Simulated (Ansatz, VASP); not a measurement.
## One calculation of C, two programs

```xyz
4
Lattice="2.2678 0.0000 0.0000 -1.1339 1.9640 0.0000 0.0000 0.0000 6.7384" Properties=species:S:1:pos:R:3 pbc="T T T"
C     0.0000    0.0000    0.0168
C     0.0000    0.0000    3.3861
C     0.0000    1.3093    0.0168
C     1.1339    0.6547    3.3861
```

Change from the starting cell: strain -0.080 along x and y, +0.000 along z, atoms carried along.

Alike in both runs: task single point; functional PBE; dispersion D3(BJ); k mesh 24 × 24 × 8; occupations gaussian, width 0.15 eV; no spin polarisation.

|  | VASP | Ansatz |
| --- | --- | --- |
| version | VASP 6.6.1 | Ansatz 0.2.0 |
| potentials or method | VASP PAW PBE potentials, release 64 (C), cutoff 520 eV | scalar-relativistic, plane waves, PAW |
| valence electrons in the cell | 16 | 16 |

```tsv
	VASP	Ansatz	Ansatz less VASP
gap on the k mesh at the Fermi level (eV)	none	none	-
pressure (GPa)	97.8	97.4	-0.38
traceless stress, the component that is largest in VASP (GPa)	-98.39	-97.87	+0.524
```

A gap of «none» marks a metal or a gap that the smearing closes. Both programs put the cell under a high pressure, so it lies far from rest at this level.

Noted on VASP's run: the cell as given lies far from equilibrium.
